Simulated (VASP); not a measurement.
# Li (P6_3/mmc) in VASP: further runs, part 2 of 2

VASP 6.6.1. Earlier steps stand in the parts before.

### Step 3. Relaxation of cell and atoms, PBEsol

This run uses another cell than the first one, of 21.61 Å³/atom.

Input file INCAR:

```
SYSTEM = Li
ALGO = Normal ; EDIFF = 1E-6
EDIFFG = -0.01 ; ENCUT = 600
GGA = PS ; IBRION = 2
ISIF = 3 ; ISMEAR = -1
LASPH = .TRUE. ; LCHARG = .FALSE.
LREAL = .FALSE. ; LWAVE = .FALSE.
NELM = 80 ; NSW = 80
PREC = Accurate ; SIGMA = 0.1
```

Input file KPOINTS:

```
k-points
0
G
  12 12 6
  0 0 0
```

Input file POSCAR:

```
Li
1.0
    3.1264265076      0.0000000000      0.0000000000
   -1.5632132538      2.7075647787      0.0000000000
    0.0000000000      0.0000000000      5.1054544869
Li
2
Direct
    0.3333333333      0.6666666667      0.2500000000
    0.6666666667      0.3333333333      0.7500000000
```

Potentials or basis: VASP PAW PBE potentials, release 64 (Li_sv).

Started as:

```bash
$ cat potpaw_PBE.64/Li_sv/POTCAR > POTCAR
$ mpirun -np 1 vasp_std > vasp.out
```

OUTCAR:

```text
SYSTEM = Li
   EDIFF = 1E-6
   EDIFFG = -0.01
   ENCUT = 600
   GGA = PS
   IBRION = 2
   ISIF = 3
   ISMEAR = -1
   LASPH = .TRUE.
   LREAL = .FALSE.
   NELM = 80
   NSW = 80
   PREC = Accurate

 ion  position               nearest neighbor table
   1  0.333  0.667  0.250-
   2  0.667  0.333  0.750-

  LATTYP: Found a hexagonal cell.
 ALAT       =     3.1264265076
 C/A-ratio  =     1.6330000000

  Lattice vectors:

 A1 = (   3.1264265076,   0.0000000000,   0.0000000000)
 A2 = (  -1.5632132538,   2.7075647787,   0.0000000000)
 A3 = (   0.0000000000,   0.0000000000,   5.1054544869)

Analysis of symmetry for initial positions (statically):
=====================================================================
 Subroutine PRICEL returns:
 Original cell was already a primitive cell.

 Routine SETGRP: Setting up the symmetry group for a
 hexagonal supercell.

 Subroutine GETGRP returns: Found 24 space group operations
 (whereof 12 operations were pure point group operations)
 out of a pool of 24 trial point group operations.

The static configuration has the point symmetry D_3d.
 The point group associated with its full space group is D_6h.

Analysis of symmetry for dynamics (positions and initial velocities):
=====================================================================
 Subroutine PRICEL returns:
 Original cell was already a primitive cell.

 Routine SETGRP: Setting up the symmetry group for a
 hexagonal supercell.

 Subroutine GETGRP returns: Found 24 space group operations
 (whereof 12 operations were pure point group operations)
 out of a pool of 24 trial point group operations.

The dynamic configuration has the point symmetry D_3d.
 The point group associated with its full space group is D_6h.

 Subroutine INISYM returns: Found 24 space group operations
 (whereof 12 operations are pure point group operations),
 and found     1 'primitive' translations
[... 120 lines left out ...]
   GGA     = PS    functional components
   LHFCALC =     F    Hartree Fock is set to
   AEXX    =    0.0000 exact exchange contribution
   IVDW    =     0    specifies the selected vdW correction
   LEPSILON=     F    determine dielectric tensor
   LRPA    =     F    only Hartree local field effects (RPA)
 conjugate gradient relaxation of ions
 non-spin polarized calculation
  energy-cutoff  :      600.00
  volume of cell :       43.22
 maximum number of plane-waves:      1454
 NGX is ok and might be reduce to    28
   NGX = 13   NGY = 13   NGZ = 21

--------------------------------------- Ionic step        1  -------------------------------------------

 number of electron       5.9999999 magnetization

 Free energy of the ion-electron system (eV)
  ---------------------------------------------------
  ext. energy  EPLUGINS =         0.00000000
  ---------------------------------------------------
  free energy    TOTEN  =        -3.94608255 eV

  energy without entropy =       -3.91428329  energy(sigma->0) =       -3.93018292

------------------------ aborting loop because EDIFF is reached ----------------------------------------

  FORCE on cell =-STRESS in cart. coord.  units (eV):
  Direction    XX          YY          ZZ          XY          YZ          ZX
  --------------------------------------------------------------------------------------
  -------------------------------------------------------------------------------------
  Total       -0.2453791     -0.2453791     -0.2523521      0.0000000     -0.0000000      0.0000000
  in kB       -9.0967572     -9.0967572     -9.3552648      0.0000000     -0.0000000      0.0000000
  external PRESSURE =      -9.1829264 kB  Pullay stress =       0.0000000 kB
[... 95 lines left out ...]
--------------------------------------- Ionic step        4  -------------------------------------------

 number of electron       5.9999996 magnetization

 Free energy of the ion-electron system (eV)
  ---------------------------------------------------
  ext. energy  EPLUGINS =         0.00000000
  ---------------------------------------------------
  free energy    TOTEN  =        -3.95591310 eV

  energy without entropy =       -3.92468417  energy(sigma->0) =       -3.94029864

 E-fermi :   0.6304     XC(G=0):  -7.0536

 val. band max:        0.5852347045   @ k =   0.2500   0.2500   0.3333
 cond. band min:       0.6470229201   @ k =   0.0000   0.0000   0.0000
 fundamental gap:      0.0617882157
 Fermi energy:         0.6303779944

 k-point     1 :       0.0000    0.0000    0.0000
  band No.  band energies     occupation
      1     -45.2159      2.00000
      2     -45.1958      2.00000
      3      -2.9100      2.00000
      4       0.6470      0.91697
      5       3.6485      0.00000
      6      13.2519      0.00000
      7      13.2519      0.00000
[... 221 lines left out ...]
 k-point    24 :       0.3333    0.0000    0.1667
  band No.  band energies     occupation
      1     -45.2009      2.00000
      2     -45.1908      2.00000
      3      -1.0153      2.00000
      4       1.9509      0.00000
      5       4.6130      0.00000
      6       7.1196      0.00000
      7       9.0794      0.00000

 [... further k-points ...]
[... 5 lines left out ...]
  --------------------------------------------------------------------------------------
  -------------------------------------------------------------------------------------
  Total        0.0029215      0.0029215     -0.0004907      0.0000000      0.0000000      0.0000000
  in kB        0.1171450      0.1171450     -0.0196763      0.0000000      0.0000000      0.0000000
  external PRESSURE =       0.0715379 kB  Pullay stress =       0.0000000 kB
[... 17 lines left out ...]
  FREE ENERGIE OF THE ION-ELECTRON SYSTEM (eV)
  ---------------------------------------------------
  free  energy   TOTEN  =        -3.9559130983 eV

  energy  without entropy=       -3.9246841730  energy(sigma->0) =       -3.94029864

 reached required accuracy - stopping structural energy minimisation
```

OSZICAR:

```text
N       E                     dE             d eps       ncg     rms          rms(c)
DAV:   1     0.633385903797E+01    0.63339E+01   -0.36588E+03  1064   0.866E+02
[... 30 lines left out ...]
       N       E                     dE             d eps       ncg     rms          rms(c)
DAV:   1    -0.395603575479E+01   -0.17057E-03   -0.50058E-03  1589   0.759E-01    0.149E-01
DAV:   2    -0.395598921296E+01    0.46542E-04   -0.65962E-04  1239   0.252E-01    0.100E-01
DAV:   3    -0.395591616003E+01    0.73053E-04   -0.22170E-04  1925   0.104E-01    0.327E-02
DAV:   4    -0.395590975694E+01    0.64031E-05   -0.24803E-05  1337   0.497E-02    0.674E-03
DAV:   5    -0.395591216493E+01   -0.24080E-05   -0.40120E-06  1197   0.174E-02    0.331E-04
DAV:   6    -0.395591309829E+01   -0.93336E-06   -0.16570E-07   532   0.548E-03
   4 F= -.39559131E+01 E0= -.39402986E+01  d E =-.983054E-02
```

CONTCAR:

```text
Li
   1.00000000000000
     3.0464853578166595   -0.0000000000000000    0.0000000000000000
    -1.5232426789083298    2.6383337121757990    0.0000000000000000
    -0.0000000000000000   -0.0000000000000000    4.9712008499168920
  Li
     2
Direct
     0.3333333332999970    0.6666666667000030    0.2500000000000000
     0.6666666667000030    0.3333333332999970    0.7500000000000000

  0.00000000E+00  0.00000000E+00  0.00000000E+00
  0.00000000E+00  0.00000000E+00  0.00000000E+00
```

It took 2 min on 1 thread of Intel Xeon 8259CL, shared host; peak memory 0.18 GiB.

Results:

* Free energy: -3.9559 eV
* Relaxed volume: 19.98 Å³/atom
* Relaxed cell: a = 3.046 Å, b = 3.046 Å, c = 4.971 Å, α = 90.00°, β = 90.00°, γ = 120.00°
* Space group after relaxing (to 0.1 Å): P6_3/mmc (No. 194)
* Energy gained by relaxing: 4.9 meV/atom
* Ionic steps: 4
* Pressure after relaxing: 0.0 GPa
* Band gap on the k mesh: zero (bands 3 and 4 overlap by 4.63 eV)

Step by step:
```csv
step,energy change (eV),largest force (eV/Å),pressure (GPa),volume (Å³)
1,0.0000,0.0000,-0.92,43.22
2,-0.0040,0.0000,-0.73,42.45
3,-0.0098,0.0000,-0.07,40.19
4,-0.0098,0.0000,0.01,39.96
```

Final structure:
```yaml
crystal:
  lattice:
    - [3.04649, 0.00000, 0.00000]
    - [-1.52324, 2.63833, 0.00000]
    - [0.00000, 0.00000, 4.97120]
  atoms:
    - { symbol: Li, position: [0.33333, 0.66667, 0.25000] }
    - { symbol: Li, position: [0.66667, 0.33333, 0.75000] }
```

Levels at points of the mesh, in eV from the Fermi level:
| k point | band 1 | band 2 | band 3 | band 4 | band 5 | band 6 | band 7 |
| --- | --- | --- | --- | --- | --- | --- | --- |
| (0.00, 0.00, 0.00) | -45.85 | -45.83 | -3.54 | 0.02 | 3.02 | 12.62 | 12.62 |
| (0.50, 0.00, 0.00) | -45.83 | -45.82 | -0.06 | 1.09 | 4.76 | 5.92 | 6.37 |
| (0.00, 0.00, 0.50) | -45.84 | -45.84 | -2.42 | -2.42 | 8.11 | 8.11 | 13.55 |
| (0.50, 0.00, 0.50) | -45.82 | -45.82 | 0.72 | 0.72 | 3.59 | 3.59 | 9.95 |

Caveat: the cutoff is under 1.25 times the usual one of these potentials, so pressure, stress and relaxed cells hold a basis-set (Pulay) error; the PAW data sets were made with another functional, which shifts forces and pressure a little.

### Step 4. Single point, PBEsol

This run uses another cell than the first one, of 20.18 Å³/atom.

Input file INCAR:

```
ALGO = Normal ; EDIFF = 1E-7
ENCUT = 520 ; GGA = PS
ISIF = 2 ; ISMEAR = -1
LASPH = T ; LCHARG = F
LREAL = F ; LWAVE = F
NBANDS = 10 ; NELM = 80
PREC = Accurate ; SIGMA = 0.1
```

Input file KPOINTS:

```
k-points
0
Gamma
  19 19 11
```

Input file POSCAR:

```
Li
1.0
    3.0570777783      0.0000000000      0.0000000000
   -1.5285388892      2.6475070174      0.0000000000
    0.0000000000      0.0000000000      4.9868382011
Li
2
Direct
    0.3333333333      0.6666666667      0.2500000000
    0.6666666667      0.3333333333      0.7500000000
```

Started as:

```bash
$ cat potpaw_PBE.64/Li_sv/POTCAR > POTCAR
$ mpirun -np 1 vasp_std > vasp.out
```

Run time: 96 s. Hardware: 1 thread of Intel Xeon 8259CL, shared host; peak memory 0.2 GiB.

The run converged. Its results:

- Free energy: -3.9504 eV
- Band gap on the k mesh: zero (bands 3 and 4 overlap by 4.12 eV)

Levels at points of the mesh, in eV from the Fermi level:
| k point | band 1 | band 2 | band 3 | band 4 | band 5 | band 6 | band 7 |
| --- | --- | --- | --- | --- | --- | --- | --- |
| (0.00, 0.00, 0.00) | -45.90 | -45.88 | -3.55 | -0.01 | 2.96 | 12.50 | 12.50 |

Caveat: the cutoff is under 1.25 times the usual one of these potentials, so pressure, stress and relaxed cells hold a basis-set (Pulay) error; the PAW data sets were made with another functional, which shifts forces and pressure a little.

### Step 5. Overview

| task | cell | k mesh | cutoff (eV) | gap on the mesh (eV) |
| --- | --- | --- | --- | --- |
| single point | a = 3.175, b = 3.175, c = 5.179 Å, angles 90.0, 90.0, 120.0°, 2 atoms | 13 × 13 × 7 | 520 | none |
| relaxation of cell and atoms | relaxed from a = 3.126, b = 3.126, c = 5.105 Å, angles 90.0, 90.0, 120.0°, 2 atoms | 12 × 12 × 6 | 600 | none |
| single point | a = 3.057, b = 3.057, c = 4.987 Å, angles 90.0, 90.0, 120.0°, 2 atoms | 19 × 19 × 11 | 520 | none |

Alike in all rows: level PBEsol; potentials or basis VASP PAW PBE potentials, release 64 (Li_sv); no spin polarisation; smearing fermi-dirac 0.1 eV.

Caveats: the cutoff is under 1.25 times the usual one of these potentials, so pressure, stress and relaxed cells hold a basis-set (Pulay) error; the PAW data sets were made with another functional, which shifts forces and pressure a little.

Absolute energies hang on the potentials; compare differences alone.
